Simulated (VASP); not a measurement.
# Rh (P6_3/mmc) in VASP: further runs

Runs on Rh. Level: LDA. Tasks: single point, relaxation of cell and atoms.

Everything below comes from runs of VASP 6.6.1. Logs are shortened: lines on timing, memory, paths and dates and some standing lists are left out, and cuts for length are marked.

## (1) The cell of the first run

Symmetry: P6_3/mmc, No. 194, hexagonal system. Conventional cell: a = 2.641 Å, b = 2.641 Å, c = 8.611 Å, α = 90.00°, β = 90.00°, γ = 120.00°. Within 3.5 Å of Rh (site symmetry -3m) lie 12 Rh at 2.64 Å. Rh (site symmetry -6m2) has 12 Rh at 2.64 Å within 3.5 Å.

This isn't the form of Rh at room conditions, which is fcc.

## (2) Single point, LDA

The input, INCAR:

```
PREC = Accurate ; ENCUT = 520
EDIFF = 1E-7 ; ISMEAR = -1
SIGMA = 0.15 ; LREAL = False
LASPH = True ; NELM = 60
ALGO = Fast ; ISIF = 2
LWAVE = False ; LCHARG = False
GGA = CA ; NBANDS = 38
```

The input, KPOINTS:

```
regular mesh
0
Gamma
  18 18 6
```

The input, POSCAR:

```
Rh
1.0
    2.6413085695      0.0000000000      0.0000000000
   -1.3206542847      2.2874403204      0.0000000000
    0.0000000000      0.0000000000      8.6108402175
Rh
4
Direct
    0.0000000000      0.0000000000      0.0000000000
    0.3333333333      0.6666666667      0.2500000000
    0.0000000000      0.0000000000      0.5000000000
    0.6666666667      0.3333333333      0.7500000000
```

Potentials or basis: VASP PAW LDA potentials, release 64 (Rh_pv).

Run with:

```
> cat potpaw_LDA.64/Rh_pv/POTCAR > POTCAR
> mpirun -np 1 vasp_std > vasp.out
```

OUTCAR:

```text
PREC = Accurate
   ENCUT = 520
   EDIFF = 1E-7
   ISMEAR = -1
   LREAL = False
   LASPH = True
   NELM = 60
   ISIF = 2
   GGA = CA

 ion  position               nearest neighbor table
   1  0.000  0.000  0.000-   2 2.64   4 2.64   2 2.64   4 2.64   4 2.64   2 2.64
   2  0.333  0.667  0.250-   1 2.64   3 2.64   1 2.64   3 2.64   1 2.64   3 2.64
   3  0.000  0.000  0.500-   2 2.64   4 2.64   2 2.64   4 2.64   4 2.64   2 2.64
   4  0.667  0.333  0.750-   1 2.64   3 2.64   1 2.64   3 2.64   1 2.64   3 2.64

  LATTYP: Found a hexagonal cell.
 ALAT       =     2.6413085695
 C/A-ratio  =     3.2600659828

  Lattice vectors:

 A1 = (   2.6413085695,   0.0000000000,   0.0000000000)
 A2 = (  -1.3206542847,   2.2874403204,   0.0000000000)
 A3 = (   0.0000000000,   0.0000000000,   8.6108402175)

Analysis of symmetry for initial positions (statically):
=====================================================================
 Subroutine PRICEL returns:
 Original cell was already a primitive cell.

 Routine SETGRP: Setting up the symmetry group for a
 hexagonal supercell.

 Subroutine GETGRP returns: Found 24 space group operations
 (whereof 12 operations were pure point group operations)
 out of a pool of 24 trial point group operations.

The static configuration has the point symmetry D_3d.
 The point group associated with its full space group is D_6h.

Analysis of symmetry for dynamics (positions and initial velocities):
=====================================================================
 Subroutine PRICEL returns:
 Original cell was already a primitive cell.

 Routine SETGRP: Setting up the symmetry group for a
 hexagonal supercell.

 Subroutine GETGRP returns: Found 24 space group operations
 (whereof 12 operations were pure point group operations)
 out of a pool of 24 trial point group operations.

The dynamic configuration has the point symmetry D_3d.
 The point group associated with its full space group is D_6h.

 Subroutine INISYM returns: Found 24 space group operations
 (whereof 12 operations are pure point group operations),
 and found     1 'primitive' translations

----------------------------------------------------------------------------------------

                                     Primitive cell

  volume of cell :      52.0253

  direct lattice vectors                    reciprocal lattice vectors
     2.641308570  0.000000000  0.000000000     0.378600218  0.218584938  0.000000000
[... 89 lines left out ...]
   NELM   =     60;   NELMIN=  2; NELMDL= -5     # of ELM steps
   EDIFF  = 0.1E-06   stopping-criterion for ELM
   LREAL  =      F    real-space projection
   EDIFFG = 0.1E-05   stopping-criterion for IOM
   NSW    =      0    number of steps for IOM
   IBRION =     -1    ionic relax: 0-MD 1-quasi-New 2-CG
   NFREE  =      0    steps in history (QN), initial steepest desc. (CG)
   ISIF   =      2    stress and relaxation
   ISYM   =      2    0-nonsym 1-usesym 2-fastsym
   POTIM  = 0.5000    time-step for ionic-motion
   TEBEG  =    0.0;   TEEND  =   0.0 temperature during run
   PSTRESS=    0.0 pullay stress
   NELECT =      60.0000    total number of electrons
   NUPDOWN=      -1.0000    fix difference up-down
   EMIN   =  10.00;   EMAX   =-10.00  energy-range for DOS
   EFERMI =   0.00;   METHOD = LEGACY
   ISMEAR =    -1;   SIGMA  =   0.15  broadening in eV -4-tet -1-fermi 0-gaus
   EFERMI_NEDOS =   21; number of points for ismear=-14 and -15
   IALGO  =     68    algorithm
   IMIX   =      4    mixing-type and parameters
     AMIX     =   0.40;   BMIX     =  1.00
     AMIX_MAG =   1.60;   BMIX_MAG =  1.00
  volume/ion in A,a.u.               =      13.01        87.77
  Fermi-wavevector in a.u.,A,eV,Ry     =   1.716803  3.244287 40.101977  2.947412
  Thomas-Fermi vector in A             =   2.793921
   LORBIT       =      0    0 simple, 1 ext, 2 COOP (PROOUT), +10 PAW based schemes
   GGA     = CA    functional components
   LHFCALC =     F    Hartree Fock is set to
   AEXX    =    0.0000 exact exchange contribution
   IVDW    =     0    specifies the selected vdW correction
   LEPSILON=     F    determine dielectric tensor
   LRPA    =     F    only Hartree local field effects (RPA)
 non-spin polarized calculation
 RMM-DIIS sequential band-by-band and
  energy-cutoff  :      520.00
  volume of cell :       52.03
 maximum number of plane-waves:      1431
 NGX is ok and might be reduce to    20
   NGX =  9   NGY =  9   NGZ = 33

 number of electron      60.0000011 magnetization

 Free energy of the ion-electron system (eV)
  ---------------------------------------------------
  ext. energy  EPLUGINS =         0.00000000
  ---------------------------------------------------
  free energy    TOTEN  =       -34.82319095 eV

  energy without entropy =      -34.43061614  energy(sigma->0) =      -34.62690354

 E-fermi :  12.7906     XC(G=0): -14.7067

 val. band max:       12.7890000703   @ k =   0.3889   0.0000   0.1667
 cond. band min:      12.7969681853   @ k =   0.2222   0.0000   0.3333
 fundamental gap:      0.0079681151
 Fermi energy:        12.7906102232

 k-point     1 :       0.0000    0.0000    0.0000
  band No.  band energies     occupation
      1     -34.3823      2.00000
      2     -33.9429      2.00000
      3     -33.9341      2.00000
      4     -33.6004      2.00000
      5     -33.6004      2.00000
      6     -33.5442      2.00000
[... 973 lines left out ...]
     37      22.7344      0.00000
     38      22.7641      0.00000

 [... further k-points ...]

------------------------ aborting loop because EDIFF is reached ----------------------------------------

  FORCE on cell =-STRESS in cart. coord.  units (eV):
  Direction    XX          YY          ZZ          XY          YZ          ZX
  --------------------------------------------------------------------------------------
  -------------------------------------------------------------------------------------
  Total        2.5945275      2.5945275      2.5921940      0.0000000      0.0000000      0.0000000
  in kB       79.9014067     79.9014067     79.8295433      0.0000000      0.0000000      0.0000000
  external PRESSURE =      79.8774523 kB  Pullay stress =       0.0000000 kB

 VOLUME and BASIS-vectors are now :
 -----------------------------------------------------------------------------
  energy-cutoff  :      520.00
  volume of cell :       52.03
      direct lattice vectors                 reciprocal lattice vectors
     2.641308570  0.000000000  0.000000000     0.378600218  0.218584938  0.000000000
    -1.320654285  2.287440320  0.000000000     0.000000000  0.437169875  0.000000000
     0.000000000  0.000000000  8.610840217     0.000000000  0.000000000  0.116132686

 POSITION                                       TOTAL-FORCE (eV/Angst)
 -----------------------------------------------------------------------------------
      0.00000      0.00000      0.00000        -0.000000      0.000000     -0.000000
     -0.00000      1.52496      2.15271        -0.000000      0.000000      0.000000
      0.00000      0.00000      4.30542        -0.000000      0.000000     -0.000000
      1.32065      0.76248      6.45813         0.000000     -0.000000      0.000000
 -----------------------------------------------------------------------------------
    total drift:                                0.000000     -0.000000      0.000000

  FREE ENERGIE OF THE ION-ELECTRON SYSTEM (eV)
  ---------------------------------------------------
  free  energy   TOTEN  =       -34.8231909470 eV

  energy  without entropy=      -34.4306161422  energy(sigma->0) =      -34.62690354
```

Run time: 5 min. Hardware: 1 thread of AMD EPYC 7R13, shared host; peak memory 0.27 GiB.

What came out:

```yaml
Free_energy: -34.8232 eV
Pressure: 8.0 GPa
Band_gap_on_the_k_mesh: zero (bands 30 and 31 overlap by 2.21 eV)
```

Levels at points of the mesh, in eV from the Fermi level:
| k point | band 26 | band 27 | band 28 | band 29 | band 30 | band 31 | band 32 | band 33 | band 34 | band 35 |
| --- | --- | --- | --- | --- | --- | --- | --- | --- | --- | --- |
| (0.00, 0.00, 0.00) | -2.89 | -2.89 | -1.58 | -1.58 | -0.93 | -0.93 | -0.37 | -0.37 | 0.49 | 0.49 |
| (0.50, 0.00, 0.00) | 0.62 | 0.63 | 0.68 | 0.75 | 0.93 | 0.94 | 0.98 | 1.18 | 2.27 | 4.55 |
| (0.00, 0.00, 0.50) | -3.14 | -1.26 | -1.26 | -1.24 | -1.24 | -1.24 | -1.24 | 0.10 | 0.10 | 0.10 |
| (0.50, 0.00, 0.50) | -1.09 | -0.11 | -0.11 | 0.66 | 0.66 | 0.90 | 0.90 | 3.02 | 3.02 | 4.45 |

Caveat: the cell stands under pressure.

## (3) Single point, LDA

This run uses another cell than the first one, of 13.24 Å³/atom.

The input, INCAR:

```
ALGO = Fast
EDIFF = 1E-7
ENCUT = 520
ISIF = 2
ISMEAR = 0
LASPH = T
LCHARG = F
LREAL = F
LWAVE = F
NBANDS = 38
NELM = 80
PREC = Accurate
SIGMA = 0.1
```

The input, KPOINTS:

```
k-points
0
Gamma
  18 18 6
```

The input, POSCAR:

```
Rh
1.0
    2.6569166429      0.0000000000      0.0000000000
   -1.3284583215      2.3009573085      0.0000000000
    0.0000000000      0.0000000000      8.6659470041
Rh
4
Direct
    0.0000000000      0.0000000000      0.0000000000
    0.3333333333      0.6666666667      0.2500000000
    0.0000000000      0.0000000000      0.5000000000
    0.6666666667      0.3333333333      0.7500000000
```

Potentials or basis: VASP PAW LDA potentials, release 64 (Rh_pv).

Run with:

```
> cat potpaw_LDA.64/Rh_pv/POTCAR > POTCAR
> mpirun -np 1 vasp_std > vasp.out
```

Run time: 8.3 min. Hardware: 1 thread of AMD EPYC 7R13, shared host; peak memory 0.27 GiB.

Results (log left out):

```yaml
Free_energy: -34.6656 eV
Pressure: 0.9 GPa
Band_gap_on_the_k_mesh: zero (bands 30 and 31 overlap by 2.14 eV)
```

Levels at points of the mesh, in eV from the Fermi level:
| k point | band 27 | band 28 | band 29 | band 30 | band 31 | band 32 | band 33 | band 34 |
| --- | --- | --- | --- | --- | --- | --- | --- | --- |
| (0.00, 0.00, 0.00) | -2.82 | -1.54 | -1.54 | -0.92 | -0.92 | -0.37 | -0.37 | 0.46 |
| (0.50, 0.00, 0.00) | 0.59 | 0.64 | 0.70 | 0.88 | 0.89 | 0.93 | 1.18 | 2.25 |
| (0.00, 0.00, 0.50) | -1.24 | -1.24 | -1.22 | -1.22 | -1.22 | -1.22 | 0.08 | 0.08 |
| (0.50, 0.00, 0.50) | -0.12 | -0.12 | 0.62 | 0.62 | 0.86 | 0.86 | 2.95 | 2.95 |

## (4) Relaxation of cell and atoms, LDA

This run uses another cell than the first one, of 13.80 Å³/atom.

The input, INCAR:

```
SYSTEM = Rh
PREC = Accurate
ENCUT = 600
EDIFF = 1E-6
ISMEAR = 0
SIGMA = 0.1
LREAL = .FALSE.
LASPH = .TRUE.
NELM = 60
ALGO = Fast
ISIF = 3
LWAVE = .FALSE.
LCHARG = .FALSE.
GGA = CA
IBRION = 2
NSW = 100
EDIFFG = -0.05
```

The input, KPOINTS:

```
Automatic mesh
0
G
  12 12 2
  0 0 0
```

The input, POSCAR:

```
Rh
1.0
    2.6917446234      0.0000000000      0.0000000000
   -1.3458723117      2.3311192244      0.0000000000
    0.0000000000      0.0000000000      8.7980701300
Rh
4
Direct
    0.0000000000      0.0000000000      0.0000000000
    0.3333333300      0.6666666700      0.2500000000
    0.0000000000      0.0000000000      0.5000000000
    0.6666666700      0.3333333300      0.7500000000
```

Potentials or basis: VASP PAW LDA potentials, release 64 (Rh_pv).

Run with:

```
> cat potpaw_LDA.64/Rh_pv/POTCAR > POTCAR
> mpirun -np 1 vasp_std > vasp.out
```

OUTCAR:

```text
SYSTEM = Rh
   PREC = Accurate
   ENCUT = 600
   EDIFF = 1E-6
   ISMEAR = 0
   LREAL = .FALSE.
   LASPH = .TRUE.
   NELM = 60
   ISIF = 3
   GGA = CA
   IBRION = 2
   NSW = 100
   EDIFFG = -0.05

 ion  position               nearest neighbor table
   1  0.000  0.000  0.000-   2 2.69   4 2.69   4 2.69   2 2.69   4 2.69   2 2.69
   2  0.333  0.667  0.250-   1 2.69   3 2.69   1 2.69   3 2.69   1 2.69   3 2.69
   3  0.000  0.000  0.500-   2 2.69   4 2.69   4 2.69   2 2.69   4 2.69   2 2.69
   4  0.667  0.333  0.750-   1 2.69   3 2.69   1 2.69   3 2.69   1 2.69   3 2.69

  LATTYP: Found a hexagonal cell.
 ALAT       =     2.6917446234
 C/A-ratio  =     3.2685382014

  Lattice vectors:

 A1 = (   2.6917446234,   0.0000000000,   0.0000000000)
 A2 = (  -1.3458723117,   2.3311192244,   0.0000000000)
 A3 = (   0.0000000000,   0.0000000000,   8.7980701300)

[... 303 lines left out ...]
  free energy    TOTEN  =       -34.67089443 eV

  energy without entropy =      -34.64592053  energy(sigma->0) =      -34.65840748

 E-fermi :  12.3951     XC(G=0): -14.5724

 val. band max:       12.3368203333   @ k =   0.3333   0.1667   0.5000
 cond. band min:      12.4097710196   @ k =   0.3333   0.0000   0.0000
 fundamental gap:      0.0729506863
 Fermi energy:        12.3950938524

 k-point     1 :       0.0000    0.0000    0.0000
  band No.  band energies     occupation
      1     -34.7084      2.00000
      2     -34.3143      2.00000
      3     -34.2778      2.00000
      4     -33.9738      2.00000
      5     -33.9738      2.00000
      6     -33.9374      2.00000
[... 925 lines left out ...]
     35      17.0294      0.00000
     36      17.0294      0.00000

 [... further k-points ...]

------------------------ aborting loop because EDIFF is reached ----------------------------------------

  FORCE on cell =-STRESS in cart. coord.  units (eV):
  Direction    XX          YY          ZZ          XY          YZ          ZX
  --------------------------------------------------------------------------------------
  -------------------------------------------------------------------------------------
  Total        0.0445856      0.0445856     -0.1789562      0.0000000      0.0000000      0.0000000
  in kB        1.3445918      1.3445918     -5.3968844      0.0000000      0.0000000      0.0000000
  external PRESSURE =      -0.9025669 kB  Pullay stress =       0.0000000 kB
[... 19 lines left out ...]
  FREE ENERGIE OF THE ION-ELECTRON SYSTEM (eV)
  ---------------------------------------------------
  free  energy   TOTEN  =       -34.6708944268 eV

  energy  without entropy=      -34.6459205302  energy(sigma->0) =      -34.65840748

 reached required accuracy - stopping structural energy minimisation
```

Run time: 10 min. Hardware: 1 thread of AMD EPYC 7R13, shared host; peak memory 0.19 GiB.

Results:

```yaml
Free_energy: -34.6709 eV
Relaxed_volume: 13.28 Å³/atom
Relaxed_cell: a = 2.659 Å, b = 2.659 Å, c = 8.679 Å, α = 90.00°, β = 90.00°, γ = 120.00°
Space_group_after_relaxing_to_0.1_Å: P6_3/mmc (No. 194)
Energy_gained_by_relaxing: 18.8 meV/atom
Ionic_steps: 4
Pressure_after_relaxing: -0.1 GPa
Band_gap_on_the_k_mesh: zero (bands 30 and 31 overlap by 2.14 eV)
```

Step by step:
```csv
step,energy change (eV),largest force (eV/Å),pressure (GPa),volume (Å³)
1,0.0000,0.0000,-11.01,55.21
2,0.5298,0.0000,41.73,47.97
3,-0.0752,0.0000,-0.46,53.19
4,-0.0753,0.0000,-0.09,53.13
```

Final structure:
```
Rh
1.0
     2.65860    0.00000    0.00000
    -1.32930    2.30242    0.00000
     0.00000    0.00000    8.67915
Rh
4
Direct
  0.00000 0.00000 0.00000
  0.33333 0.66667 0.25000
  0.00000 0.00000 0.50000
  0.66667 0.33333 0.75000
```

Levels at points of the mesh, in eV from the Fermi level:
```
           k point  band 28  band 29  band 30  band 31  band 32  band 33
(0.00, 0.00, 0.00)    -1.53    -1.53    -0.93    -0.93    -0.37    -0.37
(0.50, 0.00, 0.00)     0.64     0.69     0.89     0.89     0.91     1.18
(0.00, 0.00, 0.50)    -1.25    -1.21    -1.21    -1.21    -1.21     0.07
(0.50, 0.00, 0.50)    -0.13     0.63     0.63     0.86     0.86     2.95
```

## (5) Summary

```tsv
task	cell	k mesh	cutoff (eV)	smearing	gap on the mesh (eV)	pressure (GPa)
single point	a = 2.641, b = 2.641, c = 8.611 Å, angles 90.0, 90.0, 120.0°, 4 atoms	18 × 18 × 6	520	fermi-dirac 0.15 eV	none	8.0
single point	a = 2.657, b = 2.657, c = 8.666 Å, angles 90.0, 90.0, 120.0°, 4 atoms	18 × 18 × 6	520	gaussian 0.1 eV	none	0.9
relaxation of cell and atoms	relaxed from a = 2.692, b = 2.692, c = 8.798 Å, angles 90.0, 90.0, 120.0°, 4 atoms	12 × 12 × 2	600	gaussian 0.1 eV	none	-0.1
```

Alike in all rows: level LDA; potentials or basis VASP PAW LDA potentials, release 64 (Rh_pv); no spin polarisation.

Caveats: the cell stands under pressure (at least some runs).

Absolute energies hang on the potentials; compare differences alone.
